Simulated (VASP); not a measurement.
A run of VASP 6.6.1:

Contents of INCAR:

```
SYSTEM = Al
PREC = Accurate
ENCUT = 520
EDIFF = 1E-6
ISMEAR = -1
SIGMA = 0.1
LREAL = .False.
LASPH = .True.
NELM = 150
ALGO = Normal
ISIF = 2
LWAVE = .False.
LCHARG = .True.
ISPIN = 2
MAGMOM = 1
LORBIT = 11
NUPDOWN = 1.0
GGA = PE
LELF = .True.
LVHAR = .True.
NBANDS = 12
```

File KPOINTS:

```
Automatic mesh
0
Gamma
  12 12 12
  0 0 0
```

POSCAR

```
Al
1.0
   -1.5805390481      1.5805390481      1.5805390481
    1.5805390481     -1.5805390481      1.5805390481
    1.5805390481      1.5805390481     -1.5805390481
Al
1
Direct
    0.0000000000      0.0000000000      0.0000000000
```

Potentials or basis: VASP PAW PBE potentials, release 64 (Al).

Run with:

```bash
$ cat potpaw_PBE.64/Al/POTCAR > POTCAR
$ mpirun -np 1 vasp_std > vasp.out
```

Hardware: 1 thread of Intel(R) Xeon(R) 6975P-C (Granite Rapids), on a shared host.

Question: Estimate the wall time of this run.

Answer: It took 12 s on 1 thread of Intel(R) Xeon(R) 6975P-C (Granite Rapids) (shared host), peak memory 0.13 GiB. Counts: scf iterations 12, k points 72.
